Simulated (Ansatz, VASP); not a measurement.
# One calculation of Si, two programs

INCAR

```
ALGO = Normal
EDIFF = 1E-6
ENCUT = 500
GGA = PE
GGA_COMPAT = False
ISIF = 2
ISMEAR = 0
LASPH = True
LCHARG = True
LELF = True
LREAL = False
LVHAR = True
LWAVE = False
NBANDS = 11
NELM = 120
PREC = Accurate
SIGMA = 0.02
```

KPOINTS

```
k-points
0
Gamma
  8 8 8
```

File POSCAR:

```
Si
1.0
    0.0000000000      2.7349661891      2.7349661891
    2.7349661891      0.0000000000      2.7349661891
    2.7349661891      2.7349661891      0.0000000000
Si
2
Direct
    0.0000000000      0.0000000000      0.0000000000
    0.2500000000      0.2500000000      0.2500000000
```

Input for Ansatz:

```yaml
crystal:
  lattice:
    - [0.0, 2.7349661891, 2.7349661891]
    - [2.7349661891, 0.0, 2.7349661891]
    - [2.7349661891, 2.7349661891, 0.0]
  atoms:
    - { symbol: Si, position: [0.0, 0.0, 0.0] }
    - { symbol: Si, position: [0.25, 0.25, 0.25] }
basis:
  ecutwfc: 420
kpoints:
  mp_grid: { grid: [8, 8, 8] }
  band_path:
    path:
      - [[0.0, 0.0, 0.0], [0.5, 0.0, 0.5], [0.625, 0.25, 0.625]]
      - [[0.375, 0.375, 0.75], [0.0, 0.0, 0.0], [0.5, 0.5, 0.5], [0.5, 0.25, 0.75], [0.5, 0.0, 0.5]]
    npoints: 10
hamiltonian:
  xc: pbe
scf:
  occupations: { method: gaussian, width: 0.02 }
  n_extra_bands: 7
output:
  forces: true
  stress: true
  eigenvalues: true
```

Alike in both runs: task single point; functional PBE; k mesh 8 × 8 × 8; occupations gaussian, width 0.02 eV; no spin polarisation.

|  | VASP | Ansatz |
| --- | --- | --- |
| version | VASP 6.6.1 | Ansatz 0.2.0 |
| potentials or method | VASP PAW PBE potentials, release 64 (Si), cutoff 500 eV | scalar-relativistic, plane waves, PAW |
| valence electrons in the cell | 8 | 8 |

Ansatz gave:

- gap on the k mesh at the Fermi level (eV): 0.65
- least direct gap on the mesh (eV): 2.55
- pressure (GPa): 0.0

**Question.** Estimate VASP's values.

**Answer.** gap on the k mesh at the Fermi level (eV): 0.65; least direct gap on the mesh (eV): 2.56; pressure (GPa): -0.1.
